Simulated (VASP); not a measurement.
# AlGa2P3 (an interface model) in VASP: a series of runs

The runs below take AlGa2P3 (an interface model) through single point, with PBEsol, PBE.

All numbers are computed with VASP 6.6.1; they aren't measurements. Logs are shortened: lines on timing, memory, paths and dates and some standing lists are left out, and cuts for length are marked.

### Step 1. The cell of the first run

The cell holds layers of an interface, 12 atoms: a = 3.846 Å, b = 5.438 Å, c = 11.576 Å, α = 90.00°, β = 90.00°, γ = 90.00°.

### Step 2. Single point, PBEsol

File INCAR:

```
SYSTEM = AlGa2P3
ALGO = Normal
EDIFF = 1E-7
ENCUT = 520
GGA = PS
ISIF = 2
ISMEAR = -1
LASPH = .True.
LCHARG = .False.
LREAL = .False.
LWAVE = .False.
NBANDS = 56
NELM = 80
PREC = Accurate
SIGMA = 0.05
```

File KPOINTS:

```
k-points
0
Gamma
  4 3 1
  0 0 0
```

File POSCAR:

```
AlGa2P3
1.0
    2.7192440000     -2.7192440000      0.0000000000
    0.0000000000      0.0000000000      5.4384880000
   -8.1853050000     -8.1853050000      0.0000000000
Al Ga P
2 4 6
Direct
    0.0514660000      0.9657510000      0.6733190000
    0.5145100000      0.4637400000      0.8520130000
    0.9996200000      0.9721720000      0.0017330000
    0.9913460000      0.0127150000      0.3287450000
    0.4906460000      0.5502670000      0.5045130000
    0.4744890000      0.5106310000      0.1853860000
    0.0149250000      0.2455400000      0.4946060000
    0.0163920000      0.2420060000      0.8346810000
    0.0049900000      0.2559630000      0.1645160000
    0.5127040000      0.7368560000      0.3434980000
    0.4701540000      0.7510580000      0.6782670000
    0.4984960000      0.7375450000      0.9876480000
```

Potentials or basis: VASP PAW PBE potentials, release 64 (Al, Ga_d, P).

Run with:

```
cat potpaw_PBE.64/Al/POTCAR potpaw_PBE.64/Ga_d/POTCAR potpaw_PBE.64/P/POTCAR > POTCAR
mpirun -np 1 vasp_std > vasp.out
```

OUTCAR:

```text
SYSTEM = AlGa2P3
   EDIFF = 1E-7
   ENCUT = 520
   GGA = PS
   ISIF = 2
   ISMEAR = -1
   LASPH = .True.
   LREAL = .False.
   NELM = 80
   PREC = Accurate

 ion  position               nearest neighbor table
   1  0.051  0.966  0.673-  11 1.99   8 2.40  11 2.52   7 2.57
   2  0.515  0.464  0.852-  12 2.16   8 2.27   8 2.28  11 2.55
   3  1.000  0.972  0.002-  12 2.31  12 2.32   8 2.43   9 2.44
   4  0.991  0.013  0.329-   7 2.30   9 2.32  10 2.38  10 2.51
   5  0.491  0.550  0.505-  10 2.12  11 2.29   7 2.47   7 2.61
   6  0.474  0.511  0.185-  10 2.21   9 2.29   9 2.48  12 2.60
   7  0.015  0.246  0.495-   4 2.30   5 2.47   1 2.57   5 2.61
   8  0.016  0.242  0.835-   2 2.27   2 2.28   1 2.40   3 2.43
   9  0.005  0.256  0.165-   6 2.29   4 2.32   3 2.44   6 2.48
  10  0.513  0.737  0.343-   5 2.12   6 2.21   4 2.38   4 2.51
  11  0.470  0.751  0.678-   1 1.99   5 2.29   1 2.52   2 2.55
  12  0.498  0.738  0.988-   2 2.16   3 2.31   3 2.32   6 2.60

  LATTYP: Found a simple orthorhombic cell.
 ALAT       =     3.8455917442
 B/A-ratio  =     1.4142135624
 C/A-ratio  =     3.0101399507

  Lattice vectors:

 A1 = (   2.7192440000,  -2.7192440000,   0.0000000000)
 A2 = (   0.0000000000,   0.0000000000,   5.4384880000)
 A3 = (  -8.1853050000,  -8.1853050000,   0.0000000000)

Analysis of symmetry for initial positions (statically):
=====================================================================
 Subroutine PRICEL returns:
 Original cell was already a primitive cell.

 Routine SETGRP: Setting up the symmetry group for a
 simple orthorhombic supercell.

 Subroutine GETGRP returns: Found  1 space group operations
 (whereof  1 operations were pure point group operations)
 out of a pool of  8 trial point group operations.

The static configuration has the point symmetry C_1 .

Analysis of symmetry for dynamics (positions and initial velocities):
=====================================================================
 Subroutine PRICEL returns:
 Original cell was already a primitive cell.

 Routine SETGRP: Setting up the symmetry group for a
 simple orthorhombic supercell.

 Subroutine GETGRP returns: Found  1 space group operations
 (whereof  1 operations were pure point group operations)
 out of a pool of  8 trial point group operations.

The dynamic configuration has the point symmetry C_1 .

[... 108 lines left out ...]
   POTIM  = 0.5000    time-step for ionic-motion
   TEBEG  =    0.0;   TEEND  =   0.0 temperature during run
   PSTRESS=    0.0 pullay stress
   NELECT =      88.0000    total number of electrons
   NUPDOWN=      -1.0000    fix difference up-down
   EMIN   =  10.00;   EMAX   =-10.00  energy-range for DOS
   EFERMI =   0.00;   METHOD = LEGACY
   ISMEAR =    -1;   SIGMA  =   0.05  broadening in eV -4-tet -1-fermi 0-gaus
   EFERMI_NEDOS =   21; number of points for ismear=-14 and -15
   IALGO  =     38    algorithm
   IMIX   =      4    mixing-type and parameters
     AMIX     =   0.40;   BMIX     =  1.00
     AMIX_MAG =   1.60;   BMIX_MAG =  1.00
  volume/ion in A,a.u.               =      20.17       136.15
  Fermi-wavevector in a.u.,A,eV,Ry     =   1.168347  2.207856 18.572436  1.365036
  Thomas-Fermi vector in A             =   2.304835
   LORBIT       =      0    0 simple, 1 ext, 2 COOP (PROOUT), +10 PAW based schemes
   GGA     = PS    functional components
   LHFCALC =     F    Hartree Fock is set to
   AEXX    =    0.0000 exact exchange contribution
   IVDW    =     0    specifies the selected vdW correction
   LEPSILON=     F    determine dielectric tensor
   LRPA    =     F    only Hartree local field effects (RPA)
 non-spin polarized calculation
  energy-cutoff  :      520.00
  volume of cell :      242.10
 maximum number of plane-waves:      6532
 NGX is ok and might be reduce to    30
   NGX = 15   NGY = 21   NGZ = 43

 number of electron      88.0000012 magnetization

 Free energy of the ion-electron system (eV)
  ---------------------------------------------------
  ext. energy  EPLUGINS =         0.00000000
  ---------------------------------------------------
  free energy    TOTEN  =       -58.40380840 eV

  energy without entropy =      -58.40350642  energy(sigma->0) =      -58.40365741

 E-fermi :   5.5804     XC(G=0):  -9.8143

 val. band max:        5.2824708523   @ k =   0.0000   0.0000   0.0000
 cond. band min:       5.8795693513   @ k =   0.0000   0.0000   0.0000
 fundamental gap:      0.5970984990
 Fermi energy:         5.5804326247

 k-point     1 :       0.0000    0.0000    0.0000
  band No.  band energies     occupation
      1     -10.1355      2.00000
      2     -10.0816      2.00000
      3     -10.0446      2.00000
      4     -10.0119      2.00000
      5      -9.9898      2.00000
      6      -9.9840      2.00000
[... 402 lines left out ...]
     55       9.4267      0.00000
     56       9.6397      0.00000

------------------------ aborting loop because EDIFF is reached ----------------------------------------

  FORCE on cell =-STRESS in cart. coord.  units (eV):
  Direction    XX          YY          ZZ          XY          YZ          ZX
  --------------------------------------------------------------------------------------
  -------------------------------------------------------------------------------------
  Total        6.3514840      6.9551376      3.3590786      0.0466943      0.9509985     -4.5258036
  in kB       42.0334052     46.0283165     22.2300038      0.3090177      6.2936009    -29.9512580
  external PRESSURE =      36.7639085 kB  Pullay stress =       0.0000000 kB

 VOLUME and BASIS-vectors are now :
 -----------------------------------------------------------------------------
  energy-cutoff  :      520.00
  volume of cell :      242.10
      direct lattice vectors                 reciprocal lattice vectors
     2.719244000 -2.719244000  0.000000000     0.183874636 -0.183874636  0.000000000
     0.000000000  0.000000000  5.438488000     0.000000000  0.000000000  0.183874636
    -8.185305000 -8.185305000  0.000000000    -0.061085079 -0.061085079  0.000000000

 POSITION                                       TOTAL-FORCE (eV/Angst)
 -----------------------------------------------------------------------------------
     -5.37137     -5.65127      5.25223        -3.124154      4.523206      4.229726
     -5.57491     -8.37306      2.52204         1.586426      1.606024     -0.243810
      2.70403     -2.73240      5.28715         0.165744      0.158064      1.083452
      0.00483     -5.38659      0.06915         0.094587     -0.554315     -0.388693
     -2.79541     -5.46378      2.99262        -1.024105     -1.217514     -3.277288
     -0.22719     -2.80769      2.77706         2.006910      0.706331     -0.808602
     -4.00792     -4.08909      1.33537        -1.143219     -0.759080      0.774839
     -6.78754     -6.87669      1.31615        -0.241322     -0.038551     -1.046002
     -1.33304     -1.36018      1.39205        -0.429650      0.900872     -0.473187
     -1.41747     -4.20580      4.00738         0.968412      1.368718      2.752877
     -4.27336     -6.83029      4.08462         3.396208     -4.350811     -3.401517
     -6.72867     -9.43973      4.01113        -2.255836     -2.342944      0.798206
 -----------------------------------------------------------------------------------
    total drift:                                0.000004      0.000431      0.001608

  FREE ENERGIE OF THE ION-ELECTRON SYSTEM (eV)
  ---------------------------------------------------
  free  energy   TOTEN  =       -58.4038084048 eV

  energy  without entropy=      -58.4035064225  energy(sigma->0) =      -58.40365741
```

OSZICAR:

```text
N       E                     dE             d eps       ncg     rms          rms(c)
DAV:   1     0.803355923505E+03    0.80336E+03   -0.37897E+04   880   0.206E+03
DAV:   2     0.812441247789E+02   -0.72211E+03   -0.69010E+03   864   0.602E+02
DAV:   3    -0.509032476064E+02   -0.13215E+03   -0.12679E+03   920   0.174E+02
DAV:   4    -0.604761995822E+02   -0.95730E+01   -0.94891E+01  1016   0.487E+01
DAV:   5    -0.608040935870E+02   -0.32789E+00   -0.32723E+00  1120   0.869E+00    0.110E+01
DAV:   6    -0.586766283043E+02    0.21275E+01   -0.35868E+00  1184   0.200E+01    0.668E+00
DAV:   7    -0.584195043207E+02    0.25712E+00   -0.25070E+00   920   0.728E+00    0.257E+00
DAV:   8    -0.584005788539E+02    0.18925E-01   -0.37180E-01  1008   0.692E+00    0.131E+00
DAV:   9    -0.584031098461E+02   -0.25310E-02   -0.47230E-02   992   0.247E+00    0.359E-01
DAV:  10    -0.584034257655E+02   -0.31592E-03   -0.96709E-03  1000   0.113E+00    0.171E-01
DAV:  11    -0.584037328777E+02   -0.30711E-03   -0.23073E-03  1024   0.517E-01    0.460E-02
DAV:  12    -0.584037764382E+02   -0.43560E-04   -0.43365E-04  1032   0.324E-01    0.299E-02
DAV:  13    -0.584038002146E+02   -0.23776E-04   -0.17737E-04  1128   0.105E-01    0.162E-02
DAV:  14    -0.584038077916E+02   -0.75770E-05   -0.28152E-05   880   0.784E-02    0.708E-03
DAV:  15    -0.584038083157E+02   -0.52407E-06   -0.75135E-06  1184   0.326E-02    0.501E-03
DAV:  16    -0.584038084048E+02   -0.89114E-07   -0.83846E-07   936   0.645E-03
   1 F= -.58403808E+02 E0= -.58403657E+02  d E =-.301982E-03
```

Run time: 79 s. Hardware: 1 thread of Intel Xeon 6975P-C (Granite Rapids), shared host; peak memory 0.34 GiB.

What came out:

* Free energy: -58.4038 eV
* Pressure: 3.7 GPa
* Largest force: 6.936 eV/Å
* Band gap on the k mesh: 0.60 eV

Forces on the atoms (eV/Å):
```
Al  -3.124  4.523  4.230
Al   1.586  1.606 -0.244
Ga   0.166  0.158  1.083
Ga   0.095 -0.554 -0.389
Ga  -1.024 -1.218 -3.277
Ga   2.007  0.706 -0.809
P   -1.143 -0.759  0.775
P   -0.241 -0.039 -1.046
P   -0.430  0.901 -0.473
P    0.968  1.369  2.753
P    3.396 -4.351 -3.402
P   -2.256 -2.343  0.798
```

Levels at points of the mesh, in eV from the valence-band top:
| k point | band 40 | band 41 | band 42 | band 43 | band 44 | band 45 | band 46 | band 47 | band 48 | band 49 |
| --- | --- | --- | --- | --- | --- | --- | --- | --- | --- | --- |
| (0.00, 0.00, 0.00) | -1.52 | -1.09 | -0.83 | -0.41 | 0.00 | 0.60 | 0.93 | 1.51 | 1.69 | 1.88 |
| (0.50, 0.00, 0.00) | -3.00 | -2.86 | -2.80 | -1.98 | -1.41 | 0.83 | 1.07 | 1.13 | 1.51 | 1.72 |

Caveat: the k points lie up to 0.54 Å⁻¹ apart; semilocal functionals underestimate gaps, and a narrow one can read as zero; the PAW data sets were made with another functional, which shifts forces and pressure a little.

(Part 1 of 2 ends here.)
